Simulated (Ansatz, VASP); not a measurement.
One calculation of SnO2, two programs

```
Sn O
1.0
     5.47163    0.00000    0.00000
    -2.73582    4.73857    0.00000
     0.00000    0.00000    6.37922
Sn O
3 6
Direct
  0.44228 0.00000 0.33333
  0.00000 0.44228 0.66667
  0.55772 0.55772 0.00000
  0.39075 0.31778 0.25023
  0.68222 0.07297 0.58357
  0.92703 0.60925 0.91690
  0.31778 0.39075 0.74977
  0.07297 0.68222 0.41643
  0.60925 0.92703 0.08310
```

Alike in both runs: functional PBE; k mesh 6 × 6 × 4; occupations gaussian, width 0.02 eV; no spin polarisation.

Ansatz relaxed the structure, and its values are those at the end. VASP's run is a single point on that final structure, the one shown.

```csv
,VASP,Ansatz
version,VASP 6.6.1,Ansatz 0.2.0
potentials or method,"VASP PAW PBE potentials, release 64 (Sn_d, O), cutoff 520 eV","scalar-relativistic, plane waves, PAW"
valence electrons in the cell,78,78
```

```csv
,VASP,Ansatz,Ansatz less VASP
gap on the k mesh at the Fermi level (eV),1.88,1.90,+0.023
least direct gap on the mesh (eV),1.90,1.93,+0.023
pressure (GPa),0.3,0.0,-0.34
rms of the force components (eV/Å),0.020,0.004,-0.0159
```
